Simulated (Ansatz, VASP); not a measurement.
**Two plane-wave programs on Ta**

The input INCAR:

```
ALGO = Normal
EDIFF = 1E-6
EDIFFG = -0.04
ENCUT = 600
GGA = PS
IBRION = 2
ISIF = 3
ISMEAR = 0
LASPH = True
LCHARG = False
LREAL = False
LWAVE = False
NELM = 100
NSW = 90
PREC = Accurate
SIGMA = 0.1
```

File KPOINTS:

```
k-points
0
Gamma
  6 6 4
```

POSCAR

```
Ta
1.0
    1.6638321332     -5.2780173410      0.0000000000
    1.6638321332      5.2780173410      0.0000000000
    0.0000000000      0.0000000000      4.4033744674
Ta
4
Direct
    0.0980000000      0.9020000000      0.9100000000
    0.5980000000      0.4020000000      0.5900000000
    0.9020000000      0.0980000000      0.0900000000
    0.4020000000      0.5980000000      0.4100000000
```

Input for Ansatz:

```yaml
crystal:
  lattice:
    - [1.6638321332, -5.278017341, 0.0]
    - [1.6638321332, 5.278017341, 0.0]
    - [0.0, 0.0, 4.4033744674]
  atoms:
    - { symbol: Ta, position: [0.098, 0.902, 0.91] }
    - { symbol: Ta, position: [0.598, 0.402, 0.59] }
    - { symbol: Ta, position: [0.902, 0.098, 0.09] }
    - { symbol: Ta, position: [0.402, 0.598, 0.41] }
basis:
  ecutwfc: 420
kpoints:
  mp_grid: { grid: [6, 6, 4] }
hamiltonian:
  xc: pbesol
scf:
  occupations: { method: gaussian, width: 0.1 }
  lower_state_search: "off"
output:
  forces: true
  stress: true
  eigenvalues: true
relax:
  adjacent_minimum: "off"
  f_tol: 0.04
  max_steps: 70
  cell: { stress_tol: 0.4 }
```

Alike in both runs: task relaxation of cell and atoms; functional PBEsol; k mesh 6 × 6 × 4; occupations gaussian, width 0.1 eV; no spin polarisation.

|  | VASP | Ansatz |
| --- | --- | --- |
| version | VASP 6.6.1 | Ansatz 0.2.0 |
| potentials or method | VASP PAW PBE potentials, release 64 (Ta_pv), cutoff 600 eV | scalar-relativistic, plane waves, PAW |
| valence electrons in the cell | 44 | 52 |

VASP gave:

* gap on the k mesh at the Fermi level, each at its own relaxed structure (eV): none
* relaxed volume (Å³/atom): 18.42
* relaxed cell length with the largest relative difference (Å): 4.717

Task: What did Ansatz give for the same quantities?

Result: gap on the k mesh at the Fermi level, each at its own relaxed structure (eV): none; relaxed volume (Å³/atom): 18.41; relaxed cell length with the largest relative difference (Å): 4.713.

VASP's potentials were made for PBE, not for PBEsol. A gap of «none» marks a metal or a gap that the smearing closes. VASP's potentials hold 44 valence electrons a cell and Ansatz's 52, so a difference there can come from the potentials and not from the codes.

Spin-orbit coupling is off throughout.
